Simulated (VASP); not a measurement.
# Al2Au (Fm-3m) in VASP: notebook

Runs on Al2Au. Level: PBEsol. Tasks: single point, relaxation of volume and atoms at fixed shape.

Program: VASP 6.6.1. These are calculated values, not measurements. Logs are shortened: lines on timing, memory, paths and dates and some standing lists are left out, and cuts for length are marked.

## 1. The cell of the first run

The structure is cubic, space group Fm-3m (No. 225). The conventional cell has a = 6.003 Å, b = 6.003 Å, c = 6.003 Å, α = 90.00°, β = 90.00°, γ = 90.00°. Within 3.4 Å of Al (site symmetry -43m) lie 4 Au at 2.60 Å and 6 Al at 3.00 Å. Within 3.4 Å of Au (site symmetry m-3m) lie 8 Al at 2.60 Å.

## 2. Single point, PBEsol

INCAR

```
PREC = Accurate
ENCUT = 520
EDIFF = 1E-6
ISMEAR = -1
SIGMA = 0.05
LREAL = F
LASPH = T
NELM = 60
ALGO = Normal
ISIF = 2
LWAVE = F
LCHARG = F
GGA = PS
NBANDS = 16
```

KPOINTS

```
Automatic mesh
0
Gamma
  13 13 13
```

POSCAR

```
Al2Au
1.0
    0.0000000000      3.0015817792      3.0015817792
    3.0015817792      0.0000000000      3.0015817792
    3.0015817792      3.0015817792      0.0000000000
Al Au
2 1
Direct
    0.2500000000      0.2500000000      0.2500000000
    0.7500000000      0.7500000000      0.7500000000
    0.0000000000      0.0000000000      0.0000000000
```

Potentials or basis: VASP PAW PBE potentials, release 64 (Al, Au).

Launch:

```sh
$ cat potpaw_PBE.64/Al/POTCAR potpaw_PBE.64/Au/POTCAR > POTCAR
$ mpirun -np 1 vasp_std > vasp.out
```

OUTCAR:

```text
PREC = Accurate
   ENCUT = 520
   EDIFF = 1E-6
   ISMEAR = -1
   LREAL = F
   LASPH = T
   NELM = 60
   ISIF = 2
   GGA = PS

 ion  position               nearest neighbor table
   1  0.250  0.250  0.250-   3 2.60   3 2.60   3 2.60   3 2.60   2 3.00   2 3.00   2 3.00   2 3.00
                             2 3.00   2 3.00
   2  0.750  0.750  0.750-   3 2.60   3 2.60   3 2.60   3 2.60   1 3.00   1 3.00   1 3.00   1 3.00
                             1 3.00   1 3.00
   3  0.000  0.000  0.000-   2 2.60   2 2.60   2 2.60   1 2.60   2 2.60   1 2.60   1 2.60   1 2.60

  LATTYP: Found a face centered cubic cell.
 ALAT       =     6.0031635584

  Lattice vectors:

 A1 = (   0.0000000000,   3.0015817792,   3.0015817792)
 A2 = (   3.0015817792,   0.0000000000,   3.0015817792)
 A3 = (   3.0015817792,   3.0015817792,   0.0000000000)

Analysis of symmetry for initial positions (statically):
=====================================================================
 Subroutine PRICEL returns:
 Original cell was already a primitive cell.

 Routine SETGRP: Setting up the symmetry group for a
 face centered cubic supercell.

 Subroutine GETGRP returns: Found 48 space group operations
 (whereof 48 operations were pure point group operations)
 out of a pool of 48 trial point group operations.

The static configuration has the point symmetry O_h .

Analysis of symmetry for dynamics (positions and initial velocities):
=====================================================================
 Subroutine PRICEL returns:
 Original cell was already a primitive cell.

 Routine SETGRP: Setting up the symmetry group for a
 face centered cubic supercell.

 Subroutine GETGRP returns: Found 48 space group operations
 (whereof 48 operations were pure point group operations)
 out of a pool of 48 trial point group operations.

The dynamic configuration has the point symmetry O_h .

 Subroutine INISYM returns: Found 48 space group operations
 (whereof 48 operations are pure point group operations),
 and found     1 'primitive' translations

----------------------------------------------------------------------------------------

                                     Primitive cell

  volume of cell :      54.0855

  direct lattice vectors                    reciprocal lattice vectors
     0.000000000  3.001581779  3.001581779    -0.166578836  0.166578836  0.166578836
     3.001581779  0.000000000  3.001581779     0.166578836 -0.166578836  0.166578836
     3.001581779  3.001581779  0.000000000     0.166578836  0.166578836 -0.166578836

  length of vectors
     4.244877661  4.244877661  4.244877661     0.288523008  0.288523008  0.288523008

  position of ions in fractional coordinates (direct lattice)
     0.250000000  0.250000000  0.250000000
     0.750000000  0.750000000  0.750000000
     0.000000000  0.000000000  0.000000000

  ion indices of the primitive-cell ions
   primitive index   ion index
                 1           1
                 2           2
                 3           3

----------------------------------------------------------------------------------------

 KPOINTS: Automatic mesh

Automatic generation of k-mesh.
 Grid dimensions read from file:
 generate k-points for:   13   13   13

 Generating k-lattice:

  Cartesian coordinates                     Fractional coordinates (reciprocal lattice)
    -0.012813757  0.012813757  0.012813757     0.076923077  0.000000000  0.000000000
     0.012813757 -0.012813757  0.012813757     0.000000000  0.076923077  0.000000000
     0.012813757  0.012813757 -0.012813757     0.000000000  0.000000000  0.076923077

  Length of vectors
     0.022194078  0.022194078  0.022194078

  Shift w.r.t. Gamma in fractional coordinates (k-lattice)
     0.000000000  0.000000000  0.000000000

 Subroutine IBZKPT returns following result:
 ===========================================

 Found     84 irreducible k-points:

 Following reciprocal coordinates:
            Coordinates               Weight
  0.000000  0.000000  0.000000      1.000000
  0.076923  0.000000  0.000000      8.000000
  0.153846  0.000000  0.000000      8.000000
  0.230769  0.000000  0.000000      8.000000
  0.307692  0.000000  0.000000      8.000000
  0.384615  0.000000  0.000000      8.000000
[... 16 lines left out ...]
  0.384615  0.153846  0.000000     24.000000
  0.461538  0.153846  0.000000     24.000000
 [... further k-points ...]
   k-points           NKPTS =     84   k-points in BZ     NKDIM =     84   number of bands    NBANDS=     16
   number of dos      NEDOS =    301   number of ions     NIONS =      3
   total plane-waves  NPLWV =  32768
   dimension x,y,z NGX =    32 NGY =   32 NGZ =   32
   dimension x,y,z NGXF=    64 NGYF=   64 NGZF=   64
   ions per type =               2   1
   NGX,Y,Z   is equivalent  to a cutoff of  12.53, 12.53, 12.53 a.u.
   NGXF,Y,Z  is equivalent  to a cutoff of  25.06, 25.06, 25.06 a.u.
 SYSTEM =  unknown system
   PREC   = accura    normal or accurate (medium, high low for compatibility)
   ISTART =      0    job   : 0-new  1-cont  2-samecut
   ICHARG =      2    charge: 1-file 2-atom 10-const
   ISPIN  =      1    spin polarized calculation?
   LNONCOLLINEAR =      F non collinear calculations
   LSORBIT =      F    spin-orbit coupling
   LASPH  =      T    aspherical Exc in radial PAW
   ENCUT  =  520.0 eV  38.22 Ry    6.18 a.u.   7.89  7.89  7.89*2*pi/ulx,y,z
   NELM   =     60;   NELMIN=  2; NELMDL= -5     # of ELM steps
   EDIFF  = 0.1E-05   stopping-criterion for ELM
   LREAL  =      F    real-space projection
   EDIFFG = 0.1E-04   stopping-criterion for IOM
   NSW    =      0    number of steps for IOM
   IBRION =     -1    ionic relax: 0-MD 1-quasi-New 2-CG
   NFREE  =      0    steps in history (QN), initial steepest desc. (CG)
   ISIF   =      2    stress and relaxation
   ISYM   =      2    0-nonsym 1-usesym 2-fastsym
   POTIM  = 0.5000    time-step for ionic-motion
   TEBEG  =    0.0;   TEEND  =   0.0 temperature during run
   PSTRESS=    0.0 pullay stress
   NELECT =      17.0000    total number of electrons
   NUPDOWN=      -1.0000    fix difference up-down
   EMIN   =  10.00;   EMAX   =-10.00  energy-range for DOS
   EFERMI =   0.00;   METHOD = LEGACY
   ISMEAR =    -1;   SIGMA  =   0.05  broadening in eV -4-tet -1-fermi 0-gaus
   EFERMI_NEDOS =   21; number of points for ismear=-14 and -15
   IALGO  =     38    algorithm
   IMIX   =      4    mixing-type and parameters
     AMIX     =   0.40;   BMIX     =  1.00
     AMIX_MAG =   1.60;   BMIX_MAG =  1.00
  volume/ion in A,a.u.               =      18.03       121.66
  Fermi-wavevector in a.u.,A,eV,Ry     =   1.113092  2.103438 16.857254  1.238973
  Thomas-Fermi vector in A             =   2.249673
   LORBIT       =      0    0 simple, 1 ext, 2 COOP (PROOUT), +10 PAW based schemes
   GGA     = PS    functional components
   LHFCALC =     F    Hartree Fock is set to
   AEXX    =    0.0000 exact exchange contribution
   IVDW    =     0    specifies the selected vdW correction
   LEPSILON=     F    determine dielectric tensor
   LRPA    =     F    only Hartree local field effects (RPA)
 non-spin polarized calculation
  energy-cutoff  :      520.00
  volume of cell :       54.09
 maximum number of plane-waves:      1472
   NGX = 15   NGY = 15   NGZ = 15

 number of electron      17.0000001 magnetization

 Free energy of the ion-electron system (eV)
  ---------------------------------------------------
  ext. energy  EPLUGINS =         0.00000000
  ---------------------------------------------------
  free energy    TOTEN  =       -13.48164195 eV

  energy without entropy =      -13.47532686  energy(sigma->0) =      -13.47848440

 E-fermi :   7.6827     XC(G=0): -10.6328

 val. band max:        7.6292165991   @ k =   0.3077   0.1538   0.0000
 cond. band min:       7.6958775652   @ k =   0.4615   0.0769   0.0000
 fundamental gap:      0.0666609662
 Fermi energy:         7.6827155758

 k-point     1 :       0.0000    0.0000    0.0000
  band No.  band energies     occupation
      1      -2.8812      2.00000
      2       1.0749      2.00000
      3       1.0749      2.00000
      4       1.0749      2.00000
      5       2.0343      2.00000
      6       2.0343      2.00000
[... 8 lines left out ...]
     15      13.3966      0.00000
     16      13.3966      0.00000

 k-point     2 :       0.0769    0.0000    0.0000
  band No.  band energies     occupation
      1      -2.8034      2.00000
      2       1.0489      2.00000
      3       1.0947      2.00000
      4       1.0947      2.00000
      5       2.0298      2.00000
      6       2.0298      2.00000
[... 8 lines left out ...]
     15      13.1808      0.00000
     16      13.2298      0.00000

 k-point     3 :       0.1538    0.0000    0.0000
  band No.  band energies     occupation
      1      -2.5737      2.00000
      2       0.9816      2.00000
      3       1.1477      2.00000
      4       1.1477      2.00000
      5       2.0222      2.00000
      6       2.0222      2.00000
[... 8 lines left out ...]
     15      13.0488      0.00000
     16      13.2312      0.00000

 k-point     4 :       0.2308    0.0000    0.0000
  band No.  band energies     occupation
      1      -2.2048      2.00000
      2       0.9021      2.00000
      3       1.2148      2.00000
      4       1.2148      2.00000
      5       2.0266      2.00000
      6       2.0266      2.00000
[... 8 lines left out ...]
     15      13.7516      0.00000
     16      13.9155      0.00000
[... 324 lines left out ...]
 k-point    22 :       0.3077    0.1538    0.0000
  band No.  band energies     occupation
      1      -1.7800      2.00000
      2       0.7574      2.00000
      3       1.3329      2.00000
      4       1.3429      2.00000
      5       1.8775      2.00000
      6       2.1546      2.00000
[... 8 lines left out ...]
     15      15.7694      0.00000
     16      15.7823      0.00000

 k-point    23 :       0.3846    0.1538    0.0000
  band No.  band energies     occupation
      1      -1.2814      2.00000
      2       0.7241      2.00000
      3       1.3612      2.00000
      4       1.3955      2.00000
      5       1.9588      2.00000
      6       2.1808      2.00000
[... 8 lines left out ...]
     15      16.5951      0.00000
     16      16.7804      0.00000

 k-point    24 :       0.4615    0.1538    0.0000
  band No.  band energies     occupation
      1      -0.8040      2.00000
      2       0.7873      2.00000
      3       1.3732      2.00000
      4       1.4241      2.00000
      5       2.1029      2.00000
      6       2.1834      2.00000
[... 8 lines left out ...]
     15      16.9412      0.00000
     16      17.7203      0.00000

 [... further k-points ...]
[... 5 lines left out ...]
  --------------------------------------------------------------------------------------
  -------------------------------------------------------------------------------------
  Total       -0.0737778     -0.0737778     -0.0737778      0.0000000      0.0000000     -0.0000000
  in kB       -2.1855256     -2.1855256     -2.1855256      0.0000000      0.0000000     -0.0000000
  external PRESSURE =      -2.1855256 kB  Pullay stress =       0.0000000 kB

 VOLUME and BASIS-vectors are now :
 -----------------------------------------------------------------------------
  energy-cutoff  :      520.00
  volume of cell :       54.09
      direct lattice vectors                 reciprocal lattice vectors
     0.000000000  3.001581779  3.001581779    -0.166578836  0.166578836  0.166578836
     3.001581779  0.000000000  3.001581779     0.166578836 -0.166578836  0.166578836
     3.001581779  3.001581779  0.000000000     0.166578836  0.166578836 -0.166578836

 POSITION                                       TOTAL-FORCE (eV/Angst)
 -----------------------------------------------------------------------------------
      1.50079      1.50079      1.50079         0.000000      0.000000      0.000000
      4.50237      4.50237      4.50237        -0.000000     -0.000000     -0.000000
      0.00000      0.00000      0.00000        -0.000000     -0.000000     -0.000000
 -----------------------------------------------------------------------------------
    total drift:                                0.000000     -0.000000      0.000000

  FREE ENERGIE OF THE ION-ELECTRON SYSTEM (eV)
  ---------------------------------------------------
  free  energy   TOTEN  =       -13.4816419485 eV

  energy  without entropy=      -13.4753268606  energy(sigma->0) =      -13.47848440
```

Run time: 52 s. Hardware: 1 thread of Intel Xeon 6975P-C, shared host; peak memory 0.22 GiB.

Results:

```
Free energy : -13.4816 eV
Pressure    : -0.2 GPa
```

Caveat: the PAW data sets were made with another functional, which shifts forces and pressure a little; spin-orbit coupling is left out, which moves the levels of the heavy elements.

## 3. Relaxation of volume and atoms at fixed shape, PBEsol

INCAR

```
ALGO = Normal ; EDIFF = 1E-7
EDIFFG = -0.01 ; ENCUT = 600
GGA = PS ; IBRION = 2
ISIF = 8 ; ISMEAR = -1
LASPH = True ; LCHARG = False
LREAL = False ; LWAVE = False
NELM = 60 ; NSW = 80
PREC = Accurate ; SIGMA = 0.05
```

KPOINTS

```
k-points
0
Gamma
  13 13 13
```

POSCAR

```
Al2Au
1.0
    0.0000000000      3.0000000000      3.0000000000
    3.0000000000      0.0000000000      3.0000000000
    3.0000000000      3.0000000000      0.0000000000
Al Au
2 1
Direct
    0.2500000000      0.2500000000      0.2500000000
    0.7500000000      0.7500000000      0.7500000000
    0.0000000000      0.0000000000      0.0000000000
```

Potentials or basis: VASP PAW PBE potentials, release 64 (Al, Au).

Launch:

```sh
$ cat potpaw_PBE.64/Al/POTCAR potpaw_PBE.64/Au/POTCAR > POTCAR
$ mpirun -np 1 vasp_std > vasp.out
```

Run time: 64 s. Hardware: 1 thread of Intel Xeon 6975P-C, shared host; peak memory 0.25 GiB.

It converged, with:

```yaml
Free_energy: -13.4815 eV
Pressure_after_relaxing: 0.0 GPa
```

Final structure:
```xyz
3
Lattice="0.0000 3.0000 3.0000 3.0000 0.0000 3.0000 3.0000 3.0000 0.0000" Properties=species:S:1:pos:R:3 pbc="T T T"
Al    1.5000    1.5000    1.5000
Al    4.5000    4.5000    4.5000
Au    0.0000    0.0000    0.0000
```

Levels at points of the mesh, in eV from the Fermi level:
```tsv
k point	band 5	band 6	band 7	band 8	band 9	band 10	band 11	band 12
(0.00, 0.00, 0.00)	-5.66	-5.66	2.26	2.91	2.91	2.91	3.92	3.92
```

Caveat: the relaxation stopped at its first step, so nothing moved; the PAW data sets were made with another functional, which shifts forces and pressure a little; spin-orbit coupling is left out, which moves the levels of the heavy elements.
